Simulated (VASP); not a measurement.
# FeO (Wuestite): single point with PBE

**What was measured.**

From “W\"ustite: Electric, thermodynamic and optical properties of FeO”, 2012, arxiv:1203.1201, for a bulk crystal of FeO: band gap 2.4 eV (optical).

The system is FeO (Wuestite).

```xyz
2
Lattice="0.0000 2.1554 2.1554 2.1554 0.0000 2.1554 2.1554 2.1554 0.0000" Properties=species:S:1:pos:R:3 pbc="T T T"
Fe    0.0000    0.0000    0.0000
O     2.1554    2.1554    2.1554
```

| Quantity | Value |
| --- | --- |
| Program | VASP 6.6.1 |
| Task | single point |
| Functional | PBE |
| Potentials or basis | VASP PAW PBE potentials, release 64 (Fe, O) |
| Cutoff | 520 eV |
| k mesh | 11 × 11 × 11 |
| Occupations | gaussian, width 0.012 eV |
| Spin | collinear spin, ferromagnetic start |
| Starting moments | [3.0, 0.0] μB |
| Dipole correction | no |
| Further INCAR settings | ALGO = Normal; EDIFF = 1e-06; NBANDS = 18 |

The pressure is -0.2 GPa and the band gap on the k mesh is zero (filled and empty bands overlap). The net moment is 4.00 μB per cell, the site moments are Fe +3.62; O +0.30 μB and the valence electrons inside the program's atomic spheres are Fe 6.73; O 4.99.

Levels at points of the mesh, in eV from the Fermi level:
Spin up:
| k point | band 5 | band 6 | band 7 | band 8 | band 9 | band 10 | band 11 | band 12 | band 13 | band 14 |
| --- | --- | --- | --- | --- | --- | --- | --- | --- | --- | --- |
| (0.00, 0.00, 0.00) | -3.80 | -3.80 | -3.80 | -3.68 | -3.68 | 0.09 | 15.47 | 17.03 | 17.03 | 17.03 |
Spin down:
```csv
k point,band 1,band 2,band 3,band 4,band 5,band 6,band 7,band 8,band 9,band 10
"(0.00, 0.00, 0.00)",-20.19,-3.24,-3.24,-3.24,-0.74,-0.74,-0.74,0.19,0.19,0.89
```

Run time: 75 s on 1 thread of AMD EPYC 7R13, on a shared host, peak memory 0.14 GiB.

Measured gap of FeO: 2.4 eV (optical; quoted in “W\"ustite: Electric, thermodynamic and optical properties of FeO”, 2012, arxiv:1203.1201). This calculation gives 0.00 eV (-2.40 eV). So large a miss can be the level of theory's own, or it may mean another phase, state or a wrong row. The value is that of PBE on a finite k mesh, which can miss the band edges, without temperature or zero-point motion. Semilocal functionals fall short of measured gaps as a rule. The run's magnetic order (collinear spin, ferromagnetic start) needn't be the measured crystal's.

Caveat: a cell with one magnetic atom can't hold antiferromagnetic order, which such compounds often take; semilocal functionals often make such compounds metallic where correlation or magnetic order opens a gap, which also shifts bond lengths.
